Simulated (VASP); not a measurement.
BeNi:

```xyz
2
Lattice="2.5870 0.0000 0.0000 0.0000 2.5870 0.0000 0.0000 0.0000 2.5870" Properties=species:S:1:pos:R:3 pbc="T T T"
Be    0.0000    0.0000    0.0000
Ni    1.2935    1.2935    1.2935
```

Base run:

* Program: VASP 6.6.1
* Functional: LDA
* Potentials or basis: VASP PAW LDA potentials, release 64 (Be, Ni)
* Cutoff: 520 eV
* k mesh: 9 × 9 × 9
* Occupations: gaussian, width 0.3 eV
* Spin: collinear spin, ferromagnetic start
* Starting moments: [0.03, 0.37] μB
* Fixed moment: 0.4 μB

Its results: pressure -5.6 GPa; site moments Be +0.03; Ni +0.35 μB.

Q: The run is repeated on the same cell with these changes: fixed moment from 0.4 μB to 1.8 μB; moments at the start from [0.03, 0.37] to [0.23, 1.39]. What comes out?

A: Pressure 11.9 GPa; site moments Be +0.22; Ni +1.39 μB.

Caveats: the total moment is fixed, so each spin has its own Fermi level.
